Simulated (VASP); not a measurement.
**LiF (Griceite): relaxation of cell and atoms with r2SCAN+rVV10**

LiF (Griceite):

```
Li F
1.0
     0.00000    2.01400    2.01400
     2.01400    0.00000    2.01400
     2.01400    2.01400    0.00000
Li F
1 1
Cartesian
  0.0000 0.0000 0.0000
  2.0140 2.0140 2.0140
```

```json
{
  "Program": "VASP 6.6.1",
  "Task": "relaxation of cell and atoms",
  "Functional": "r2SCAN",
  "Dispersion": "rVV10",
  "Potentials or basis": "VASP PAW PBE potentials, release 64 (Li_sv, F)",
  "Cutoff": "600 eV",
  "k mesh": "7 × 7 × 7",
  "Occupations": "gaussian, width 0.01 eV",
  "Spin": "no spin polarisation",
  "Dipole correction": "no",
  "Further INCAR settings": "ALGO = Normal; EDIFF = 1e-06; IBRION = 2; EDIFFG = -0.01; NSW = 50; ISIF = 3"
}
```

* Relaxed volume: 7.75 Å³/atom
* Relaxed cell: a = 2.799 Å, b = 2.799 Å, c = 2.799 Å, α = 60.00°, β = 60.00°, γ = 60.00°
* Space group after relaxing (to 0.05 Å): Fm-3m (No. 225)
* Energy gained by relaxing: 6.0 meV/atom
* Ionic steps: 4
* Pressure after relaxing: 0.0 GPa
* Band gap on the k mesh: 10.73 eV, direct

The path:
| step | energy change (eV) | largest force (eV/Å) | pressure (GPa) | volume (Å³) |
| --- | --- | --- | --- | --- |
| 1 | 0.0000 | 0.0000 | -4.18 | 16.34 |
| 2 | -0.0099 | 0.0000 | -1.87 | 15.84 |
| 3 | -0.0118 | 0.0000 | -0.51 | 15.59 |
| 4 | -0.0119 | 0.0000 | -0.03 | 15.50 |

Final structure:
```
Li F
1.0
     0.00000    1.97901    1.97901
     1.97901    0.00000    1.97901
     1.97901    1.97901    0.00000
Li F
1 1
Direct
  0.00000 0.00000 0.00000
  0.50000 0.50000 0.50000
```

Levels at points of the mesh, in eV from the valence-band top:
```
           k point  band 2  band 3  band 4  band 5  band 6  band 7  band 8  band 9
(0.00, 0.00, 0.00)  -21.24    0.00    0.00    0.00   10.73   25.96   25.96   25.96
```

Wall time 74 s on 1 thread of Intel(R) Xeon(R) 6975P-C (Granite Rapids) (shared host), peak memory 0.2 GiB.

Caveat: the cutoff is under 1.25 times the usual one of these potentials, so pressure, stress and relaxed cells hold a basis-set (Pulay) error; the PAW data sets were made with another functional, which shifts forces and pressure a little. r2SCAN opens gaps a little over a GGA but as a rule still falls short of measured ones.
